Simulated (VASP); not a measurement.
# Re (I4/mmm) in VASP: a series of runs

The runs below take Re through single point, with PBEsol.

All numbers are computed with VASP 6.6.1; they aren't measurements. Logs are shortened: lines on timing, memory, paths and dates and some standing lists are left out, and cuts for length are marked.

## Step 1: The cell of the first run

The structure is tetragonal, space group I4/mmm (No. 139). Conventional cell: a = 2.737 Å, b = 2.737 Å, c = 3.950 Å, α = 90.00°, β = 90.00°, γ = 90.00°. Within 3.6 Å of Re (site symmetry 4/mmm) lie 12 Re at 2.74 to 2.77 Å.

## Step 2: Single point, PBEsol (equal xx and yy strain of -2 %)

INCAR

```
PREC = Accurate
ENCUT = 520
EDIFF = 1E-6
ISMEAR = -1
SIGMA = 0.05
LREAL = F
LASPH = T
NELM = 80
ALGO = Normal
ISIF = 2
LWAVE = F
LCHARG = F
GGA = PS
NBANDS = 10
```

KPOINTS

```
regular mesh
0
Gamma
  14 14 14
```

POSCAR

```
Re
1.0
    0.0000000000      1.9355000000      1.9750000000
    1.9355000000      0.0000000000      1.9750000000
    1.9355000000      1.9355000000      0.0000000000
Re
1
Direct
    0.0000000000      0.0000000000      0.0000000000
```

Potentials or basis: VASP PAW PBE potentials, release 64 (Re).

The run is started by

```console
> cat potpaw_PBE.64/Re/POTCAR > POTCAR
> mpirun -np 1 vasp_std > vasp.out
```

OUTCAR:

```text
PREC = Accurate
   ENCUT = 520
   EDIFF = 1E-6
   ISMEAR = -1
   LREAL = F
   LASPH = T
   NELM = 80
   ISIF = 2
   GGA = PS

 ion  position               nearest neighbor table
   1  0.000  0.000  0.000-

  LATTYP: Found a body centered tetragonal cell.
 ALAT       =     2.7372103500
 C/A-ratio  =     1.4430750636

  Lattice vectors:

 A1 = (  -1.9355000000,   0.0000000000,   1.9750000000)
 A2 = (   1.9355000000,   0.0000000000,   1.9750000000)
 A3 = (   0.0000000000,   1.9355000000,  -1.9750000000)

Analysis of symmetry for initial positions (statically):
=====================================================================
 Subroutine PRICEL returns:
 Original cell was already a primitive cell.

 Routine SETGRP: Setting up the symmetry group for a
 body centered tetragonal supercell.

 Subroutine GETGRP returns: Found 16 space group operations
 (whereof 16 operations were pure point group operations)
 out of a pool of 16 trial point group operations.

The static configuration has the point symmetry D_4h.

Analysis of symmetry for dynamics (positions and initial velocities):
=====================================================================
 Subroutine PRICEL returns:
 Original cell was already a primitive cell.

 Routine SETGRP: Setting up the symmetry group for a
 body centered tetragonal supercell.

 Subroutine GETGRP returns: Found 16 space group operations
 (whereof 16 operations were pure point group operations)
 out of a pool of 16 trial point group operations.

The dynamic configuration has the point symmetry D_4h.

 Subroutine INISYM returns: Found 16 space group operations
 (whereof 16 operations are pure point group operations),
 and found     1 'primitive' translations

----------------------------------------------------------------------------------------

                                     Primitive cell

  volume of cell :      14.7973

  direct lattice vectors                    reciprocal lattice vectors
     0.000000000  1.935500000  1.975000000    -0.258331181  0.258331181  0.253164557
     1.935500000  0.000000000  1.975000000     0.258331181 -0.258331181  0.253164557
     1.935500000  1.935500000  0.000000000     0.258331181  0.258331181 -0.253164557

  length of vectors
     2.765282128  2.765282128  2.737210350     0.444479798  0.444479798  0.444479798

  position of ions in fractional coordinates (direct lattice)
     0.000000000  0.000000000  0.000000000

  ion indices of the primitive-cell ions
   primitive index   ion index
                 1           1

[... 71 lines left out ...]
   EDIFF  = 0.1E-05   stopping-criterion for ELM
   LREAL  =      F    real-space projection
   EDIFFG = 0.1E-04   stopping-criterion for IOM
   NSW    =      0    number of steps for IOM
   IBRION =     -1    ionic relax: 0-MD 1-quasi-New 2-CG
   NFREE  =      0    steps in history (QN), initial steepest desc. (CG)
   ISIF   =      2    stress and relaxation
   ISYM   =      2    0-nonsym 1-usesym 2-fastsym
   POTIM  = 0.5000    time-step for ionic-motion
   TEBEG  =    0.0;   TEEND  =   0.0 temperature during run
   PSTRESS=    0.0 pullay stress
   NELECT =       7.0000    total number of electrons
   NUPDOWN=      -1.0000    fix difference up-down
   EMIN   =  10.00;   EMAX   =-10.00  energy-range for DOS
   EFERMI =   0.00;   METHOD = LEGACY
   ISMEAR =    -1;   SIGMA  =   0.05  broadening in eV -4-tet -1-fermi 0-gaus
   EFERMI_NEDOS =   21; number of points for ismear=-14 and -15
   IALGO  =     38    algorithm
   IMIX   =      4    mixing-type and parameters
     AMIX     =   0.40;   BMIX     =  1.00
     AMIX_MAG =   1.60;   BMIX_MAG =  1.00
  volume/ion in A,a.u.               =      14.80        99.86
  Fermi-wavevector in a.u.,A,eV,Ry     =   1.275596  2.410526 22.138642  1.627144
  Thomas-Fermi vector in A             =   2.408299
   LORBIT       =      0    0 simple, 1 ext, 2 COOP (PROOUT), +10 PAW based schemes
   GGA     = PS    functional components
   LHFCALC =     F    Hartree Fock is set to
   AEXX    =    0.0000 exact exchange contribution
   IVDW    =     0    specifies the selected vdW correction
   LEPSILON=     F    determine dielectric tensor
   LRPA    =     F    only Hartree local field effects (RPA)
 non-spin polarized calculation
  energy-cutoff  :      520.00
  volume of cell :       14.80
 maximum number of plane-waves:       408
 NGX is ok and might be reduce to    24
   NGX = 11   NGY = 11   NGZ = 11

 number of electron       7.0000001 magnetization

 Free energy of the ion-electron system (eV)
  ---------------------------------------------------
  ext. energy  EPLUGINS =         0.00000000
  ---------------------------------------------------
  free energy    TOTEN  =       -13.29429076 eV

  energy without entropy =      -13.28537703  energy(sigma->0) =      -13.28983389

 E-fermi :   7.9186     XC(G=0): -13.7884

 val. band max:        7.9166753190   @ k =   0.3571   0.2143   0.0714
 cond. band min:       7.9204087799   @ k =   0.5000  -0.0000   0.3571
 fundamental gap:      0.0037334609
 Fermi energy:         7.9185939755

 k-point     1 :       0.0000    0.0000    0.0000
  band No.  band energies     occupation
      1      -2.2090      2.00000
      2       5.8190      2.00000
      3       6.1168      2.00000
      4       6.1168      2.00000
      5       8.9693      0.00000
      6       9.3775      0.00000
      7      21.8680      0.00000
      8      27.0049      0.00000
      9      27.6959      0.00000
     10      27.6959      0.00000
[... 287 lines left out ...]
 k-point    24 :       0.2857    0.1429    0.0000
  band No.  band energies     occupation
      1       0.5957      2.00000
      2       4.2915      2.00000
      3       6.1572      2.00000
      4       7.3900      1.99995
      5       8.7383      0.00000
      6      10.3558      0.00000
      7      23.4058      0.00000
      8      26.4326      0.00000
      9      28.8357      0.00000
     10      29.1678      0.00000

 [... further k-points ...]
[... 5 lines left out ...]
  --------------------------------------------------------------------------------------
  -------------------------------------------------------------------------------------
  Total       -0.3222252     -0.3222252     -0.7849698      0.0000000     -0.0000000      0.0000000
  in kB      -34.8888463    -34.8888463    -84.9923945      0.0000000     -0.0000000      0.0000000
  external PRESSURE =     -51.5900291 kB  Pullay stress =       0.0000000 kB

 VOLUME and BASIS-vectors are now :
 -----------------------------------------------------------------------------
  energy-cutoff  :      520.00
  volume of cell :       14.80
      direct lattice vectors                 reciprocal lattice vectors
     0.000000000  1.935500000  1.975000000    -0.258331181  0.258331181  0.253164557
     1.935500000  0.000000000  1.975000000     0.258331181 -0.258331181  0.253164557
     1.935500000  1.935500000  0.000000000     0.258331181  0.258331181 -0.253164557

 POSITION                                       TOTAL-FORCE (eV/Angst)
 -----------------------------------------------------------------------------------
      0.00000      0.00000      0.00000         0.000000      0.000000      0.000000
 -----------------------------------------------------------------------------------
    total drift:                                0.000000      0.000000     -0.000000

  FREE ENERGIE OF THE ION-ELECTRON SYSTEM (eV)
  ---------------------------------------------------
  free  energy   TOTEN  =       -13.2942907563 eV

  energy  without entropy=      -13.2853770323  energy(sigma->0) =      -13.28983389
```

Run time: 37 s. Hardware: 1 thread of Intel Xeon Platinum 8488C (Sapphire Rapids), shared host; peak memory 0.17 GiB.

What came out:

```yaml
Free_energy: -13.2943 eV
Pressure: -5.2 GPa
```

Stress tensor (GPa, compression positive):
```
-3.49  0.00  0.00
 0.00 -3.49  0.00
 0.00  0.00 -8.50
```

Caveat: the cell differs from its parent crystal (equal xx and yy strain of -2 %); the PAW data sets were made with another functional, which shifts forces and pressure a little; spin-orbit coupling is left out, which moves the levels of the heavy elements.

## Step 3: Single point, PBEsol (zz strain of -1 %)

INCAR

```
  PREC = Accurate
  ENCUT = 520
  EDIFF = 1E-6
  ISMEAR = -1
  SIGMA = 0.05
  LREAL = F
  LASPH = T
  NELM = 60
  ALGO = Normal
  ISIF = 2
  LWAVE = F
  LCHARG = T
  GGA = PS
  LELF = T
  LVHAR = T
  NBANDS = 10
```

KPOINTS

```
Automatic mesh
0
Gamma
  14 14 14
```

POSCAR

```
Re
1.0
    0.0000000000      1.9750000000      1.9552500000
    1.9750000000      0.0000000000      1.9552500000
    1.9750000000      1.9750000000      0.0000000000
Re
1
Direct
    0.0000000000      0.0000000000      0.0000000000
```

Potentials or basis: VASP PAW PBE potentials, release 64 (Re).

The run is started by

```console
> cat potpaw_PBE.64/Re/POTCAR > POTCAR
> mpirun -np 1 vasp_std > vasp.out
```

OUTCAR:

```text
PREC = Accurate
   ENCUT = 520
   EDIFF = 1E-6
   ISMEAR = -1
   LREAL = F
   LASPH = T
   NELM = 60
   ISIF = 2
   GGA = PS

 ion  position               nearest neighbor table
   1  0.000  0.000  0.000-

  LATTYP: Found a body centered tetragonal cell.
 ALAT       =     2.7930717857
 C/A-ratio  =     1.4000714267

  Lattice vectors:

 A1 = (   0.0000000000,  -1.9750000000,  -1.9552500000)
 A2 = (   0.0000000000,   1.9750000000,  -1.9552500000)
 A3 = (   1.9750000000,   0.0000000000,   1.9552500000)

Analysis of symmetry for initial positions (statically):
=====================================================================
 Subroutine PRICEL returns:
 Original cell was already a primitive cell.

 Routine SETGRP: Setting up the symmetry group for a
 body centered tetragonal supercell.

 Subroutine GETGRP returns: Found 16 space group operations
 (whereof 16 operations were pure point group operations)
 out of a pool of 16 trial point group operations.

The static configuration has the point symmetry D_4h.

[... 155 lines left out ...]

  energy without entropy =      -13.25712383  energy(sigma->0) =      -13.26191435

 E-fermi :   7.5334     XC(G=0): -13.6234

 val. band max:        7.5256048566   @ k =  -0.1429   0.0714   0.2143
 cond. band min:       7.5471609597   @ k =  -0.2857   0.2857   0.1429
 fundamental gap:      0.0215561031
 Fermi energy:         7.5333730991

 k-point     1 :       0.0000    0.0000    0.0000
  band No.  band energies     occupation
      1      -2.3668      2.00000
      2       5.6757      2.00000
      3       5.6757      2.00000
      4       5.8166      2.00000
      5       8.6453      0.00000
      6       8.8331      0.00000
      7      21.4605      0.00000
      8      26.7735      0.00000
      9      26.7735      0.00000
     10      27.1082      0.00000
[... 287 lines left out ...]
 k-point    24 :       0.2857    0.1429    0.0000
  band No.  band energies     occupation
      1       0.4304      2.00000
      2       4.1322      2.00000
      3       6.0553      2.00000
      4       6.8419      2.00000
      5       8.3077      0.00000
      6       9.7705      0.00000
      7      22.6758      0.00000
      8      25.8459      0.00000
      9      27.8946      0.00000
     10      28.5962      0.00000

 [... further k-points ...]
[... 5 lines left out ...]
  --------------------------------------------------------------------------------------
  -------------------------------------------------------------------------------------
  Total       -1.5615117     -1.5615117     -1.3793963      0.0000000      0.0000000      0.0000000
  in kB     -164.0171784   -164.0171784   -144.8882490      0.0000000      0.0000000      0.0000000
  external PRESSURE =    -157.6408686 kB  Pullay stress =       0.0000000 kB

 VOLUME and BASIS-vectors are now :
 -----------------------------------------------------------------------------
  energy-cutoff  :      520.00
  volume of cell :       15.25
      direct lattice vectors                 reciprocal lattice vectors
     0.000000000  1.975000000  1.955250000    -0.253164557  0.253164557  0.255721775
     1.975000000  0.000000000  1.955250000     0.253164557 -0.253164557  0.255721775
     1.975000000  1.975000000  0.000000000     0.253164557  0.253164557 -0.255721775

 POSITION                                       TOTAL-FORCE (eV/Angst)
 -----------------------------------------------------------------------------------
      0.00000      0.00000      0.00000         0.000000     -0.000000      0.000000
 -----------------------------------------------------------------------------------
    total drift:                               -0.000000      0.000000     -0.000000

  FREE ENERGIE OF THE ION-ELECTRON SYSTEM (eV)
  ---------------------------------------------------
  free  energy   TOTEN  =       -13.2667048791 eV

  energy  without entropy=      -13.2571238292  energy(sigma->0) =      -13.26191435
```

OSZICAR:

```text
N       E                     dE             d eps       ncg     rms          rms(c)
DAV:   1     0.497925357730E+01    0.49793E+01   -0.34507E+03  7730   0.765E+02
DAV:   2    -0.136951816439E+02   -0.18674E+02   -0.17405E+02  7526   0.162E+02
DAV:   3    -0.140634217134E+02   -0.36824E+00   -0.36077E+00  8050   0.364E+01
DAV:   4    -0.140655617534E+02   -0.21400E-02   -0.21378E-02  7956   0.136E+00
DAV:   5    -0.140655653351E+02   -0.35817E-05   -0.35847E-05  7144   0.285E-02    0.293E+01
DAV:   6    -0.134640443476E+02    0.60152E+00   -0.54521E-01  7694   0.191E+01    0.114E+01
DAV:   7    -0.132732824288E+02    0.19076E+00   -0.37196E-01  7764   0.150E+01    0.808E-01
DAV:   8    -0.132672149107E+02    0.60675E-02   -0.30596E-03  7216   0.434E-01    0.154E-01
DAV:   9    -0.132667002792E+02    0.51463E-03   -0.38017E-04  7238   0.166E-01    0.236E-02
DAV:  10    -0.132667046081E+02   -0.43289E-05   -0.17162E-05  6308   0.397E-02    0.380E-03
DAV:  11    -0.132667048791E+02   -0.27103E-06   -0.24569E-07  4434   0.924E-03
   1 F= -.13266705E+02 E0= -.13261914E+02  d E =-.958105E-02
```

stdout:

```text
POSCAR found type information on POSCAR Re
 POSCAR found :  1 types and       1 ions
 scaLAPACK will be used
 -----------------------------------------------------------------------------
|                                                                             |
|                                                                             |
|     You enforced a specific xc type in the INCAR file but a different       |
|     I HOPE YOU KNOW WHAT YOU ARE DOING!                                     |
|                                                                             |
 -----------------------------------------------------------------------------

 LDA part: xc-table for (Slater+PW92), standard interpolation
 POSCAR, INCAR and KPOINTS ok, starting setup
 FFT: planning ... GRIDC
 FFT: planning ... GRID_SOFT
 FFT: planning ... GRID
 WAVECAR not read
 entering main loop
```

Run time: 35 s. Hardware: 1 thread of Intel Xeon Platinum 8488C (Sapphire Rapids), shared host; peak memory 0.17 GiB.

Results:

* Free energy: -13.2667 eV
* Pressure: -15.8 GPa

Caveat: the cell differs from its parent crystal (zz strain of -1 %); the PAW data sets were made with another functional, which shifts forces and pressure a little; spin-orbit coupling is left out, which moves the levels of the heavy elements.

## Step 4: Single point, PBEsol (zz strain of +1 %)

INCAR

```
ALGO     = Normal         # electronic algorithm
EDIFF    = 1E-6           # SCF threshold, eV
ENCUT    = 520            # plane-wave cutoff, eV
GGA      = PS             # functional
ISIF     = 2              # what is computed and relaxed
ISMEAR   = -1             # smearing method
LASPH    = T              # aspherical terms in the spheres
LCHARG   = T              # write CHGCAR
LELF     = T              # ELF
LREAL    = F              # projectors in reciprocal space
LVHAR    = T            
LWAVE    = F              # write WAVECAR
NBANDS   = 10             # bands
NELM     = 100            # most SCF steps
PREC     = Accurate       # precision mode
SIGMA    = 0.05           # smearing width, eV
```

KPOINTS

```
k-points
0
Gamma
  14 14 14
```

POSCAR

```
Re
1.0
    0.0000000000      1.9750000000      1.9947500000
    1.9750000000      0.0000000000      1.9947500000
    1.9750000000      1.9750000000      0.0000000000
Re
1
Direct
    0.0000000000      0.0000000000      0.0000000000
```

The run is started by

```console
> cat potpaw_PBE.64/Re/POTCAR > POTCAR
> mpirun -np 1 vasp_std > vasp.out
```

Wall time 34 s (1 thread of Intel Xeon Platinum 8488C (Sapphire Rapids), shared host); peak memory 0.17 GiB.

Results (log left out):

| Property | Result |
| --- | --- |
| Free energy | -13.2305 eV |
| Pressure | -21.9 GPa |

Stress tensor (GPa, compression positive):
```
-21.26   0.00   0.00
  0.00 -21.26   0.00
  0.00   0.00 -23.30
```

Levels at points of the mesh, in eV from the Fermi level:
```tsv
k point	band 1	band 2	band 3	band 4	band 5	band 6	band 7	band 8	band 9
(0.00, 0.00, 0.00)	-9.76	-1.85	-1.71	-1.71	1.07	1.26	13.91	19.01	19.32
(0.50, 0.00, 0.00)	-6.48	-2.02	-1.88	0.14	3.48	3.56	9.17	13.38	19.42
(0.50, 0.50, 0.00)	-6.36	-5.50	2.45	3.47	4.20	4.20	11.85	11.95	11.95
(0.50, 0.00, 0.50)	-6.35	-5.52	2.65	3.46	4.14	4.28	11.72	11.84	12.10
```

Caveat: the cell differs from its parent crystal (zz strain of +1 %); the PAW data sets were made with another functional, which shifts forces and pressure a little; spin-orbit coupling is left out, which moves the levels of the heavy elements.

## Step 5: Single point, PBEsol (equal xx and yy strain of +1 %)

INCAR

```
SYSTEM = Re
ALGO = Normal
EDIFF = 1E-7
ENCUT = 520
GGA = PS
ISIF = 2
ISMEAR = -1
LASPH = .TRUE.
LCHARG = .TRUE.
LELF = .TRUE.
LREAL = .FALSE.
LVHAR = .TRUE.
LWAVE = .FALSE.
NBANDS = 10
NELM = 60
PREC = Accurate
SIGMA = 0.05
```

KPOINTS

```
k-points
0
G
  14 14 14
  0 0 0
```

POSCAR

```
Re
1.0
    0.0000000000      1.9947500000      1.9750000000
    1.9947500000      0.0000000000      1.9750000000
    1.9947500000      1.9947500000      0.0000000000
Re
1
Direct
    0.0000000000      0.0000000000      0.0000000000
```

The run is started by

```console
> cat potpaw_PBE.64/Re/POTCAR > POTCAR
> mpirun -np 1 vasp_std > vasp.out
```

It took 39 s on 1 thread of Intel Xeon Platinum 8488C (Sapphire Rapids), shared host; peak memory 0.17 GiB.

The run converged. Its results:

| Quantity | Value |
| --- | --- |
| Free energy | -13.2080 eV |
| Pressure | -24.8 GPa |

Stress tensor (GPa, compression positive):
```
-25.40   0.00   0.00
  0.00 -25.40   0.00
  0.00   0.00 -23.58
```

Levels at points of the mesh, in eV from the Fermi level:
```tsv
k point	band 2	band 3	band 4	band 5	band 6	band 7
(0.00, 0.00, 0.00)	-1.78	-1.78	-1.64	1.06	1.24	13.90
(0.50, 0.00, 0.00)	-1.99	-1.85	0.13	3.42	3.50	9.03
(0.50, 0.50, 0.00)	-5.45	2.68	3.40	4.14	4.14	11.65
(0.50, 0.00, 0.50)	-5.43	2.48	3.41	4.07	4.20	11.75
```

Caveat: the cell differs from its parent crystal (equal xx and yy strain of +1 %); the PAW data sets were made with another functional, which shifts forces and pressure a little; spin-orbit coupling is left out, which moves the levels of the heavy elements.

## Step 6: Summary

```csv
cell,gap on the mesh (eV),pressure (GPa)
"a = 2.765, b = 2.765, c = 2.737 Å, angles 60.3, 60.3, 59.3°, 1 atom",none,-5.2
"a = 2.779, b = 2.779, c = 2.793 Å, angles 59.8, 59.8, 60.3°, 1 atom",none,-15.8
"a = 2.807, b = 2.807, c = 2.793 Å, angles 60.2, 60.2, 59.7°, 1 atom",none,-21.9
"a = 2.807, b = 2.807, c = 2.821 Å, angles 59.8, 59.8, 60.3°, 1 atom",none,-24.8
```

Alike in all rows: task single point; level PBEsol; potentials or basis VASP PAW PBE potentials, release 64 (Re); no spin polarisation; k mesh 14 × 14 × 14; cutoff (eV) 520; smearing fermi-dirac 0.05 eV.

Caveats: the PAW data sets were made with another functional, which shifts forces and pressure a little; spin-orbit coupling is left out, which moves the levels of the heavy elements.

Total energies depend on the potentials used, so only differences within one code and one set of settings carry meaning.
